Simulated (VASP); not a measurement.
# TiAl (P-6m2) in VASP: a series of runs, part 2 of 2

VASP 6.6.1.

### Step 3. Single point, LDA, collinear spin (13.83 Å³/atom)

File INCAR:

```
PREC = Accurate
ENCUT = 520
EDIFF = 1E-7
ISMEAR = 0
SIGMA = 0.15
LREAL = F
LASPH = T
NELM = 150
ALGO = Fast
ISIF = 2
LWAVE = F
LCHARG = T
ISPIN = 2
MAGMOM = 0.375 0
LORBIT = 11
NUPDOWN = 0.375
LMAXMIX = 4
GGA = CA
LELF = T
LVHAR = T
NBANDS = 18
```

File KPOINTS:

```
Automatic mesh
0
Gamma
  21 21 12
```

File POSCAR:

```
TiAl
1.0
    2.6946785905      0.0000000000      0.0000000000
   -1.3473392953      2.3336601144      0.0000000000
    0.0000000000      0.0000000000      4.3985304247
Ti Al
1 1
Direct
    0.0000000000      0.0000000000      0.0000000000
    0.3333333333      0.6666666667      0.5000000000
```

Potentials or basis: VASP PAW LDA potentials, release 64 (Ti_sv, Al).

Started as:

```
$ cat potpaw_LDA.64/Ti_sv/POTCAR potpaw_LDA.64/Al/POTCAR > POTCAR
$ mpirun -np 1 vasp_std > vasp.out
```

OUTCAR:

```text
PREC = Accurate
   ENCUT = 520
   EDIFF = 1E-7
   ISMEAR = 0
   LREAL = F
   LASPH = T
   NELM = 150
   ISIF = 2
   ISPIN = 2
   LORBIT = 11
   NUPDOWN = 0.375
   GGA = CA

 ion  position               nearest neighbor table
   1  0.000  0.000  0.000-   2 2.69   2 2.69   2 2.69   2 2.69   2 2.69   2 2.69
   2  0.333  0.667  0.500-   1 2.69   1 2.69   1 2.69   1 2.69   1 2.69   1 2.69

  LATTYP: Found a hexagonal cell.
 ALAT       =     2.6946785905
 C/A-ratio  =     1.6323024350

  Lattice vectors:

 A1 = (   2.6946785905,   0.0000000000,   0.0000000000)
 A2 = (  -1.3473392953,   2.3336601144,   0.0000000000)
 A3 = (   0.0000000000,   0.0000000000,   4.3985304247)

Analysis of symmetry for initial positions (statically):
=====================================================================
 Subroutine PRICEL returns:
 Original cell was already a primitive cell.

 Routine SETGRP: Setting up the symmetry group for a
 hexagonal supercell.

 Subroutine GETGRP returns: Found 12 space group operations
 (whereof 12 operations were pure point group operations)
 out of a pool of 24 trial point group operations.

The static configuration has the point symmetry D_3h.

Analysis of symmetry for dynamics (positions and initial velocities):
=====================================================================
 Subroutine PRICEL returns:
 Original cell was already a primitive cell.

 Routine SETGRP: Setting up the symmetry group for a
 hexagonal supercell.

 Subroutine GETGRP returns: Found 12 space group operations
 (whereof 12 operations were pure point group operations)
 out of a pool of 24 trial point group operations.

The dynamic configuration has the point symmetry D_3h.

Analysis of structural, dynamic, and magnetic symmetry:
=====================================================================
 Subroutine PRICEL returns:
 Original cell was already a primitive cell.
[... 151 lines left out ...]
  ---------------------------------------------------
  ext. energy  EPLUGINS =         0.00000000
  ---------------------------------------------------
  free energy    TOTEN  =       -13.04159964 eV

  energy without entropy =      -13.01964238  energy(sigma->0) =      -13.03062101

 E-fermi :   9.6440     XC(G=0): -11.9722

 val. band max:        9.8045640473   @ k =   0.3333   0.0000   0.3333
 cond. band min:       9.6452315718   @ k =   0.3333   0.1429   0.3333
 fundamental gap:     -0.1593324755
 Fermi energy:         9.8083897988

 spin component 1

 k-point     1 :       0.0000    0.0000    0.0000
  band No.  band energies     occupation
      1     -45.8319      1.00000
      2     -22.5765      1.00000
      3     -21.8797      1.00000
      4     -21.8797      1.00000
      5      -0.1863      1.00000
      6       7.0853      1.00000
[... 493 lines left out ...]
     17      26.5357      0.00000
     18      28.2066      0.00000

 [... further k-points ...]

 spin component 2

 k-point     1 :       0.0000    0.0000    0.0000
  band No.  band energies     occupation
      1     -45.6658      1.00000
      2     -22.4225      1.00000
      3     -21.7088      1.00000
      4     -21.7088      1.00000
      5      -0.0707      1.00000
      6       7.3026      1.00000
[... 493 lines left out ...]
     17      26.6639      0.00000
     18      28.3577      0.00000

 [... further k-points ...]

------------------------ aborting loop because EDIFF is reached ----------------------------------------

  FORCE on cell =-STRESS in cart. coord.  units (eV):
  Direction    XX          YY          ZZ          XY          YZ          ZX
  --------------------------------------------------------------------------------------
  -------------------------------------------------------------------------------------
  Total        3.1785161      3.1785161      3.6684527     -0.0000000      0.0000000      0.0000000
  in kB      184.1123084    184.1123084    212.4913852     -0.0000000      0.0000000      0.0000000
  external PRESSURE =     193.5720007 kB  Pullay stress =       0.0000000 kB

 VOLUME and BASIS-vectors are now :
 -----------------------------------------------------------------------------
  energy-cutoff  :      520.00
  volume of cell :       27.66
      direct lattice vectors                 reciprocal lattice vectors
     2.694678591  0.000000000  0.000000000     0.371101772  0.214255708  0.000000000
    -1.347339295  2.333660114  0.000000000     0.000000000  0.428511416  0.000000000
     0.000000000  0.000000000  4.398530425     0.000000000  0.000000000  0.227348660

 POSITION                                       TOTAL-FORCE (eV/Angst)
 -----------------------------------------------------------------------------------
      0.00000      0.00000      0.00000         0.000000     -0.000000      0.000000
     -0.00000      1.55577      2.19927        -0.000000      0.000000      0.000000
 -----------------------------------------------------------------------------------
    total drift:                                0.000000     -0.000000      0.000000

  FREE ENERGIE OF THE ION-ELECTRON SYSTEM (eV)
  ---------------------------------------------------
  free  energy   TOTEN  =       -13.0415996431 eV

  energy  without entropy=      -13.0196423808  energy(sigma->0) =      -13.03062101

 total charge

# of ion       s       p       d       tot
------------------------------------------
    1        2.258   6.174   2.111  10.543
    2        0.451   0.455   0.000   0.906
--------------------------------------------------
tot          2.709   6.629   2.111  11.448

 magnetization (x)

# of ion       s       p       d       tot
------------------------------------------
    1        0.005   0.030   0.178   0.212
    2        0.003   0.014   0.000   0.017
--------------------------------------------------
tot          0.008   0.044   0.178   0.230
```

Wall time 6.5 min (1 thread of Intel Xeon Platinum 8488C (Sapphire Rapids), shared host); peak memory 0.34 GiB.

Results:

```yaml
Free_energy: -13.0416 eV
Pressure: 19.4 GPa
Net_moment: 0.38 μB per cell
Site_moments: Ti +0.21; Al +0.02 μB
Valence_electrons_inside_the_program's_atomic_spheres: Ti 10.54; Al 0.91
```

Caveat: the cell stands under pressure; the total moment is fixed, so each spin has its own Fermi level and the state may be an excited one.
